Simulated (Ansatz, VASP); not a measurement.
# B2P3 in VASP and in Ansatz

```
CELL_PARAMETERS angstrom
4.00664 0.00000 0.00000
0.00000 4.00664 0.00000
0.00000 0.00000 4.00664
ATOMIC_POSITIONS crystal
B 0.00000 0.00000 0.00000
B 0.50000 0.50000 0.50000
P 0.50000 0.00000 0.00000
P 0.00000 0.50000 0.00000
P 0.00000 0.00000 0.50000
```

Alike in both runs: functional PBE; k mesh 10 × 10 × 10; occupations gaussian, width 0.1 eV; no spin polarisation.

Ansatz relaxed the structure, and its values are those at the end. VASP's run is a single point on that final structure, the one shown.

|  | VASP | Ansatz |
| --- | --- | --- |
| version | VASP 6.6.1 | Ansatz 0.2.0 |
| potentials or method | VASP PAW PBE potentials, release 64 (B, P), cutoff 520 eV | scalar-relativistic, plane waves, PAW |
| valence electrons in the cell | 21 | 21 |

```csv
,VASP,Ansatz,Ansatz less VASP
gap on the k mesh at the Fermi level (eV),none,none,-
pressure (GPa),-0.1,0.0,+0.16
```

A gap of «none» marks a metal or a gap that the smearing closes. The functional is the same, so the differences come from potentials, cutoffs and numerics.
